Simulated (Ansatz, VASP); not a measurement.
# One calculation of CuI, two programs

The input INCAR:

```
PREC = Accurate
ENCUT = 520
EDIFF = 1E-6
ISMEAR = 0
SIGMA = 0.05
LREAL = F
LASPH = T
NELM = 100
ALGO = Normal
ISIF = 2
LWAVE = F
LCHARG = T
GGA = PE
LELF = T
LVHAR = T
NBANDS = 16
```

KPOINTS

```
regular mesh
0
Gamma
  8 8 8
```

The input POSCAR:

```
CuI
1.0
    0.0000000000      2.8042174716      3.1636027432
    3.1636027432      0.0000000000      3.1636027432
    3.1636027432      2.8042174716      0.0000000000
Cu I
1 1
Direct
    0.7500000000      0.7500000000      0.7500000000
    0.0000000000      0.0000000000      0.0000000000
```

Input for Ansatz:

```yaml
crystal:
  lattice:
    - [0.0, 2.8042174716, 3.1636027432]
    - [3.1636027432, 0.0, 3.1636027432]
    - [3.1636027432, 2.8042174716, 0.0]
  atoms:
    - { symbol: Cu, position: [0.75, 0.75, 0.75] }
    - { symbol: I, position: [0.0, 0.0, 0.0] }
basis:
  ecutwfc: 520.0
kpoints:
  mp_grid: { grid: [8, 8, 8] }
hamiltonian:
  xc: pbe
scf:
  occupations: { method: gaussian, width: 0.05 }
output:
  forces: true
  stress: true
  eigenvalues: true
```

Alike in both runs: task single point; functional PBE; k mesh 8 × 8 × 8; occupations gaussian, width 0.05 eV; no spin polarisation.

|  | VASP | Ansatz |
| --- | --- | --- |
| version | VASP 6.6.1 | Ansatz 0.2.0 |
| potentials or method | VASP PAW PBE potentials, release 64 (Cu, I), cutoff 520 eV | scalar-relativistic, plane waves, PAW |
| valence electrons in the cell | 18 | 36 |

```csv
,VASP,Ansatz,Ansatz less VASP
gap on the k mesh at the Fermi level (eV),1.03,1.01,-0.020
least direct gap on the mesh (eV),1.03,1.01,-0.020
pressure (GPa),-0.1,-0.1,-0.03
"traceless stress, the component that is largest in VASP (GPa)",1.18,1.19,+0.012
```

VASP's potentials hold 18 valence electrons a cell and Ansatz's 36, so a difference there can come from the potentials and not from the codes.

Neither program's run includes spin-orbit coupling.
